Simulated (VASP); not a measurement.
Input of a VASP 6.6.1 run:

File INCAR:

```
SYSTEM = AgCl
PREC = Accurate
ENCUT = 520
EDIFF = 1E-6
ISMEAR = 0
SIGMA = 0.05
LREAL = .False.
LASPH = .True.
NELM = 100
ALGO = Normal
ISIF = 2
LWAVE = .False.
LCHARG = .True.
GGA = PE
LELF = .True.
LVHAR = .True.
NBANDS = 16
```

The input KPOINTS:

```
regular mesh
0
Gamma
  8 8 8
  0 0 0
```

File POSCAR:

```
AgCl
1.0
    0.0000000000      2.7779626223      2.7779626223
    2.8060228508     -0.0280602285      2.8060228508
    2.8060228508      2.8060228508     -0.0280602285
Ag Cl
1 1
Direct
    0.5000000000      0.5000000000      0.5000000000
    0.0000000000      0.0000000000      0.0000000000
```

Potentials or basis: VASP PAW PBE potentials, release 64 (Ag, Cl).

The run is started by

```sh
$ cat potpaw_PBE.64/Ag/POTCAR potpaw_PBE.64/Cl/POTCAR > POTCAR
$ mpirun -np 1 vasp_std > vasp.out
```

Task: Predict the band gap on the k mesh.

Result: 0.90 eV (least direct gap 3.05 eV).

Task: Predict the pressure.

Result: -0.1 GPa.

Stress tensor (GPa, compression positive):
```
-0.15  0.00  0.00
 0.00 -0.14  0.13
 0.00  0.13 -0.14
```

Caveat: the cell differs from its parent crystal (strain -0.0200 x Voigt [0, 0, 0, 1, 0, 0]). A k mesh can miss the band edges.
